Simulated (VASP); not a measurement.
BeAu, 8 atoms in the cell. The structure is cubic, space group P2_13 (No. 198). Conventional cell: a = 4.659 Å, b = 4.659 Å, c = 4.659 Å, α = 90.00°, β = 90.00°, γ = 90.00°. Be (site symmetry 3) has 7 Au at 2.48 to 2.50 Å and 6 Be at 2.88 Å within 3.3 Å. Within 3.3 Å of Au (site symmetry 3) lie 7 Be at 2.48 to 2.50 Å and 6 Au at 2.88 Å. 

- Program: VASP 6.6.1
- Task: single point
- Functional: PBEsol
- Potentials or basis: VASP PAW PBE potentials, release 64 (Be, Au)
- Cutoff: 520 eV
- k mesh: 5 × 5 × 5
- Occupations: gaussian, width 0.05 eV
- Spin: no spin polarisation
- Dipole correction: no
- Further INCAR settings: ALGO = Normal; EDIFF = 1e-06; NBANDS = 36

Potentials or basis: VASP PAW PBE potentials, release 64 (Be, Au).

Run with:

```console
$ cat potpaw_PBE.64/Be/POTCAR potpaw_PBE.64/Au/POTCAR > POTCAR
$ mpirun -np 1 vasp_std > vasp.out
```

Hardware: 1 thread of AMD EPYC 7R13, with other jobs on the host.

Q: Estimate the wall time of this run.

A: Wall time 78 s on 1 thread of AMD EPYC 7R13, on a shared host, peak memory 0.18 GiB. Counts: scf iterations 12, k points 11.
